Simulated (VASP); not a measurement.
A run of VASP 6.6.1 is set up as follows.

File INCAR:

```
SYSTEM = Te
PREC = Accurate
ENCUT = 520
EDIFF = 1E-6
ISMEAR = -1
SIGMA = 0.05
LREAL = .False.
LASPH = .True.
NELM = 80
ALGO = Normal
ISIF = 2
LWAVE = .False.
LCHARG = .False.
GGA = PE
NBANDS = 16
```

The input KPOINTS:

```
regular mesh
0
Gamma
  8 8 8
  0 0 0
```

File POSCAR:

```
Te
1.0
    4.2459560000     -2.3923705000     -0.0093145000
    4.2222440000      2.3500295000     -0.0330265000
   -0.1502367500     -0.0191345000      3.9580022500
Te
3
Direct
    0.6760000000      0.6760000000      0.6750000000
    0.3240000000      0.3240000000      0.3250000000
    0.0000000000      0.0000000000      0.0000000000
```

Potentials or basis: VASP PAW PBE potentials, release 64 (Te).

Launch:

```bash
$ cat potpaw_PBE.64/Te/POTCAR > POTCAR
$ mpirun -np 1 vasp_std > vasp.out
```

Q: What does it give for the band gap on the k mesh?

A: Zero (bands 9 and 10 overlap by 3.42 eV).

Q: What does it give for the largest force?

A: 0.527 eV/Å.

Q: Predict the pressure.

A: 9.4 GPa.

Forces in eV/Å, atoms in the order of the input:
```
Te  -0.478  0.001 -0.220
Te   0.478 -0.001  0.220
Te   0.000  0.000  0.000
```

Caveat: the cell differs from its parent crystal (equal xy, yz and zx shear strains of -1 %); the cell stands under pressure; spin-orbit coupling is left out, which moves the levels of the heavy elements.
